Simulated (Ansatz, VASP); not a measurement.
One calculation of Ag, two programs

INCAR

```
PREC     = Accurate       # precision mode
ENCUT    = 520            # plane-wave cutoff, eV
EDIFF    = 1E-6           # SCF threshold, eV
ISMEAR   = -1             # smearing method
SIGMA    = 0.05           # smearing width, eV
LREAL    = F              # projectors in reciprocal space
LASPH    = T              # aspherical terms in the spheres
NELM     = 100            # most SCF steps
ALGO     = Normal         # electronic algorithm
ISIF     = 2              # what is computed and relaxed
LWAVE    = F              # write WAVECAR
LCHARG   = F              # write CHGCAR
LDIPOL   = T            
IDIPOL   = 3            
DIPOL    = 0.5 0.5 0.500
GGA      = PS             # functional
NBANDS   = 36             # bands
```

The input KPOINTS:

```
regular mesh
0
Gamma
  14 10 1
```

File POSCAR:

```
Ag
1.0
    2.8669039270      0.0000000000      0.0000000000
    0.0000000000      4.0544144156      0.0000000000
    0.0000000000      0.0000000000     21.7338000000
Ag
5
Direct
    0.0000000000      0.0000000000      0.3680900752
    0.5000000000      0.5000000000      0.4340450374
    0.0000000000      0.0000000000      0.5000000000
    0.5000000000      0.5000000000      0.5659549626
    0.0000000000      0.0000000000      0.6319099248
```

Input for Ansatz:

```yaml
crystal:
  lattice:
    - [2.866903927, 0.0, 0.0]
    - [0.0, 4.0544144156, 0.0]
    - [0.0, 0.0, 21.7338]
  atoms:
    - { symbol: Ag, position: [0.0, 0.0, 0.3680900752] }
    - { symbol: Ag, position: [0.5, 0.5, 0.4340450374] }
    - { symbol: Ag, position: [0.0, 0.0, 0.5] }
    - { symbol: Ag, position: [0.5, 0.5, 0.5659549626] }
    - { symbol: Ag, position: [0.0, 0.0, 0.6319099248] }
kpoints:
  mp_grid: { grid: [14, 10, 1] }
scf:
  occupations: { method: fermi_dirac, width: 0.05 }
hamiltonian:
  xc: pbesol
  pseudopotentials: { kind: all_electron, lapw: { basis_error: 0.001 } }
output:
  forces: true
  stress: true
  eigenvalues: true
  populations: true
  dos: { projected: true, de: 0.2, e_range: [-14, 8] }
efield:
  axis: 3
  amplitude: 0
  dipole_correction: true
```

Alike in both runs: task single point; functional PBEsol; k mesh 14 × 10 × 1; occupations fermi-dirac, width 0.05 eV; no spin polarisation.

```csv
,VASP,Ansatz
version,VASP 6.6.1,Ansatz 0.2.0
potentials or method,"VASP PAW PBE potentials, release 64 (Ag), cutoff 520 eV","all-electron LAPW, scalar-relativistic"
```

```tsv
	VASP	Ansatz	Ansatz less VASP
rms of the force components (eV/Å)	0.164	0.164	-0.0005
```

VASP's potentials were made for PBE, not for PBEsol. Atom by atom the forces differ by 0.003 eV/Å (rms over components). Ansatz ran all-electron here, and VASP with PAW potentials.
